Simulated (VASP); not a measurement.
Runs of VASP 6.6.1 on BAs5. The structure is that of space group F-43m (No. 216), or close to it. The cells are those of the table. 

| task | cell | k mesh | cutoff (eV) | gap on the mesh (eV) | pressure (GPa) | relaxed volume (Å³/atom) | largest force (eV/Å) |
| --- | --- | --- | --- | --- | --- | --- | --- |
| single point | a = 5.694 Å, angles 60.0°, 6 atoms | 4 × 4 × 4 | 520 | none | (a) | - | (b) |
| single point | a = 6.849 Å, angles 60.0°, 6 atoms | 4 × 4 × 4 | 520 | none | -0.1 | - | - |
| single point | a = 6.839 Å, angles 60.0°, 6 atoms | 8 × 8 × 8 | 520 | none | 0.1 | - | 0.04 |
| relaxation of cell and atoms | relaxed from a = 5.694 Å, angles 60.0°, 6 atoms | 4 × 4 × 4 | 600 | none | 0.0 | 37.75 | - |
| relaxation of cell and atoms | relaxed from a = 6.849 Å, angles 60.0°, 6 atoms | 8 × 8 × 8 | 600 | none | 0.0 | 37.74 | - |

Alike in all rows: level PBE; potentials or basis VASP PAW PBE potentials, release 64 (B, As); no spin polarisation; smearing gaussian 0.1 eV.

Problem. Fill in the values left out.

Solution. (a) 47.2; (b) 4.96.

Caveats: forces of over 1 eV/Å act on the atoms, so gaps and moduli don't describe the material at rest (some runs); the volume moved by over 15 % at a fixed basis, so the end points are rough (some runs).

A k mesh can miss the band edges, and the runs leave out spin-orbit coupling on As.

A gap of «none» marks levels without a gap at the run's occupations.
